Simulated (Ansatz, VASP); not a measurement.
## Two plane-wave programs on MgO

```
Mg O
1.0
     3.48610    0.00000    0.00000
    -1.74305    3.01905    0.00000
     0.00000    0.00000    4.28180
Mg O
2 2
Cartesian
  1.7431 1.0064 3.2113
  0.0000 2.0127 1.0704
  1.7431 1.0064 1.0704
  0.0000 2.0127 3.2113
```

Alike in both runs: task single point; functional PBE; k mesh 9 × 9 × 6; occupations gaussian, width 0.05 eV; no spin polarisation.

```csv
,VASP,Ansatz
version,VASP 6.6.1,Ansatz 0.2.0
potentials or method,"VASP PAW PBE potentials, release 64 (Mg, O), cutoff 520 eV","scalar-relativistic, plane waves, PAW"
valence electrons in the cell,16,32
```

Ansatz gave:

```
gap on the k mesh at the Fermi level (eV)                     : 3.30
least direct gap on the mesh (eV)                             : 3.30
pressure (GPa)                                                : 1.3
traceless stress, the component that is largest in VASP (GPa) : -2.03
```

Q: Which values does VASP return?

A: gap on the k mesh at the Fermi level (eV): 3.28; least direct gap on the mesh (eV): 3.28; pressure (GPa): 0.7; traceless stress, the component that is largest in VASP (GPa): -2.16.

VASP's potentials hold 16 valence electrons a cell and Ansatz's 32, so a difference there can come from the potentials and not from the codes.
